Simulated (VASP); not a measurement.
SiC, 4 atoms in the cell. The structure is hexagonal, space group P6_3mc (No. 186). Conventional cell: a = 3.060 Å, b = 3.060 Å, c = 5.052 Å, α = 90.00°, β = 90.00°, γ = 120.00°. Si (site symmetry 3m) has 4 C at 1.88 to 1.90 Å within 2.5 Å. C (site symmetry 3m) has 4 Si at 1.88 to 1.90 Å within 2.5 Å.  This cell differs from its parent crystal: in-plane strain -0.005, then relaxed in part.

```yaml
Program: VASP 6.6.1
Task: single point
Functional: r2SCAN
Potentials_or_basis: VASP PAW PBE potentials, release 64 (Si, C)
Cutoff: 520 eV
k_mesh: 8 × 8 × 6
Occupations: gaussian, width 0.01 eV
Spin: no spin polarisation
Dipole_correction: no
Further_INCAR_settings: ALGO = Normal; EDIFF = 1e-06; NBANDS = 16
```

Potentials or basis: VASP PAW PBE potentials, release 64 (Si, C).

Run with:

```bash
$ cat potpaw_PBE.64/Si/POTCAR potpaw_PBE.64/C/POTCAR > POTCAR
$ cp INCAR.step1 INCAR
$ mpirun -np 1 vasp_std > vasp.out
$ cp INCAR.step2 INCAR
$ mpirun -np 1 vasp_std > vasp.out
```

Hardware: 1 thread of Intel(R) Xeon(R) Platinum 8559C (Emerald Rapids) (shared host).

Q: How long does it take, and how much memory?

A: It took 59 s on 1 thread of Intel(R) Xeon(R) Platinum 8559C (Emerald Rapids) (shared host), peak memory 0.16 GiB. Counts: k points 40.
